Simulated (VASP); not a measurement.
KNaCl2, 4 atoms in the cell. The structure is trigonal, space group R-3m (No. 166). Conventional cell: a = 4.042 Å, b = 4.042 Å, c = 22.216 Å, α = 90.00°, β = 90.00°, γ = 120.00°. Within 4.1 Å of K (site symmetry -3m) lie 6 Cl at 3.11 Å and 6 K at 4.04 Å. Na (site symmetry -3m) has 6 Cl at 2.85 Å within 3.8 Å. Cl (site symmetry 3m) has 3 Na at 2.85 Å and 3 K at 3.11 Å within 3.8 Å.  This cell differs from its parent crystal: ratio of the length along z to the lengths across it x 1.1, volume and fractional coordinates fixed.

| Property | Result |
| --- | --- |
| Program | VASP 6.6.1 |
| Task | single point |
| Functional | PBEsol |
| Potentials or basis | VASP PAW PBE potentials, release 64 (K_sv, Na_pv, Cl) |
| Cutoff | 520 eV |
| k mesh | 9 × 9 × 9 |
| Occupations | gaussian, width 0.05 eV |
| Spin | no spin polarisation |
| Dipole correction | no |
| Further INCAR settings | ALGO = Normal; EDIFF = 1e-07; NBANDS = 23 |

Potentials or basis: VASP PAW PBE potentials, release 64 (K_sv, Na_pv, Cl).

Run with:

```console
$ cat potpaw_PBE.64/K_sv/POTCAR potpaw_PBE.64/Na_pv/POTCAR potpaw_PBE.64/Cl/POTCAR > POTCAR
$ mpirun -np 1 vasp_std > vasp.out
```

Hardware: 1 thread of Intel(R) Xeon(R) Platinum 8488C (Sapphire Rapids), on a shared host.

Question: How long does it take, and how much memory?

Answer: It took 8.7 min on 1 thread of Intel(R) Xeon(R) Platinum 8488C (Sapphire Rapids) (shared host), peak memory 0.57 GiB. Counts: scf iterations 15, k points 85.
